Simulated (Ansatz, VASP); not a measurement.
## BaS: VASP beside Ansatz

The input POSCAR:

```
BaS
1.0
    0.0000000000      3.5194117709      3.5194117709
    3.3402737118      0.0000000000      3.5194117709
    3.3402737118      3.5194117709      0.0000000000
Ba S
1 1
Direct
    0.0000000000      0.0000000000      0.0000000000
    0.2500000000      0.2500000000      0.2500000000
```

INCAR.step1

```
SYSTEM = BaS
ALGO     = Normal         ! electronic algorithm
EDIFF    = 1E-5           ! SCF threshold, eV
ENCUT    = 520            ! plane-wave cutoff, eV
GGA      = PE             ! functional
ISIF     = 2              ! what is computed and relaxed
ISMEAR   = 0              ! smearing method
LASPH    = .TRUE.         ! aspherical terms in the spheres
LREAL    = .FALSE.        ! projectors in reciprocal space
LWAVE    = .TRUE.         ! write WAVECAR
NBANDS   = 15             ! bands
NELM     = 80             ! most SCF steps
PREC     = Accurate       ! precision mode
SIGMA    = 0.01           ! smearing width, eV
```

The input INCAR.step2:

```
SYSTEM = BaS
ALGO     = Normal         ! electronic algorithm
EDIFF    = 1E-6           ! SCF threshold, eV
ENCUT    = 520            ! plane-wave cutoff, eV
GGA      = PE             ! functional
HFSCREEN = 0.2079         ! screening, 1/A
ISIF     = 2              ! what is computed and relaxed
ISMEAR   = 0              ! smearing method
ISTART   = 1            
LASPH    = .TRUE.         ! aspherical terms in the spheres
LCHARG   = .TRUE.         ! write CHGCAR
LELF     = .TRUE.         ! ELF
LHFCALC  = .TRUE.         ! exact exchange
LREAL    = .FALSE.        ! projectors in reciprocal space
LVHAR    = .TRUE.       
LWAVE    = .FALSE.        ! write WAVECAR
NBANDS   = 15             ! bands
NELM     = 80             ! most SCF steps
PREC     = Accurate       ! precision mode
PRECFOCK = Normal       
SIGMA    = 0.01           ! smearing width, eV
```

File KPOINTS:

```
k-points
0
G
  4 4 4
  0 0 0
```

Input for Ansatz:

```yaml
crystal:
  lattice:
    - [0.0, 3.5194117709, 3.5194117709]
    - [3.3402737118, 0.0, 3.5194117709]
    - [3.3402737118, 3.5194117709, 0.0]
  atoms:
    - { symbol: Ba, position: [0.0, 0.0, 0.0] }
    - { symbol: S, position: [0.25, 0.25, 0.25] }
kpoints:
  mp_grid: { grid: [4, 4, 4] }
  band_path:
    path:
      - [0.0, 0.0, 0.0]
      - [-0.5, -0.5, 0.0]
      - [-0.375, -0.375, 0.25]
      - [-0.375, 0.0, 0.375]
      - [0.0, 0.0, 0.5]
      - [-0.5, -0.25, 0.25]
    npoints: 1
hamiltonian:
  xc: hse06
scf:
  occupations: { method: fixed }
  n_extra_bands: 4
output:
  forces: true
  stress: true
  eigenvalues: true
```

Change from the starting cell: uniaxial_x strain -5.1%.

Alike in both runs: task single point; functional HSE06; k mesh 4 × 4 × 4; no spin polarisation.

```csv
,VASP,Ansatz
version,VASP 6.6.1,Ansatz 0.2.0
potentials or method,"VASP PAW PBE potentials, release 64 (Ba_sv, S)","plane waves, PAW"
plane-wave cutoff (eV),520,420
occupations,"gaussian, width 0.01 eV",fixed
valence electrons in the cell,16,16
```

Ansatz gave:

| Item | Value |
| --- | --- |
| gap on the k mesh at the Fermi level (eV) | 3.68 |
| pressure (GPa) | 1.3 |

**Question.** Estimate VASP's values.

**Answer.** gap on the k mesh at the Fermi level (eV): 3.68; pressure (GPa): 1.8.

Ansatz's warnings: stress exchange threshold loose, stress scf threshold loose.

Neither program's run includes spin-orbit coupling.
